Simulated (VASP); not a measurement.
Set up this calculation in VASP 6.6.1, as the native input.

```yaml
Task: single point
Functional: PBEsol
Potentials_or_basis: VASP PAW PBE potentials, release 64 (Ni, O)
Cutoff: 520 eV
k_mesh: 12 × 12 × 6
Occupations: gaussian, width 0.05 eV
Spin: no spin polarisation
Dipole_correction: no
Further_INCAR_settings: ALGO = Normal; EDIFF = 1e-06; NBANDS = 18
```

The structure of NiO2 lies in POSCAR:

```
NiO2
1.0
    2.8028105550      0.0000000000      0.0000000000
   -1.4014052775      2.4273051426      0.0000000000
    0.0000000000      0.0000000000      4.9060395955
Ni O
1 2
Direct
    0.0000000000      0.0000000000      0.5000000000
    0.6666666667      0.3333333333      0.7253664501
    0.3333333333      0.6666666667      0.2746335499
```

This cell differs from its parent crystal: c/a of the conventional cell at fixed volume 1.7504.

The input as run:

INCAR

```
PREC = Accurate
ENCUT = 520
EDIFF = 1E-6
ISMEAR = 0
SIGMA = 0.05
LREAL = F
LASPH = T
NELM = 80
ALGO = Normal
ISIF = 2
LWAVE = F
LCHARG = F
GGA = PS
NBANDS = 18
```

KPOINTS

```
regular mesh
0
Gamma
  12 12 6
```

Potentials or basis: VASP PAW PBE potentials, release 64 (Ni, O).

The run is started by

```sh
$ cat potpaw_PBE.64/Ni/POTCAR potpaw_PBE.64/O/POTCAR > POTCAR
$ mpirun -np 1 vasp_std > vasp.out
```

Results of the run:

```
Pressure               : -20.7 GPa
Largest force          : 2.723 eV/Å
Band gap on the k mesh : 0.79 eV, indirect (least direct gap 0.86 eV)
```

Caveat: the PAW data sets were made with another functional, which shifts forces and pressure a little.

It took 33 s on 1 thread of Intel(R) Xeon(R) Platinum 8488C (Sapphire Rapids) (shared host), peak memory 0.18 GiB.
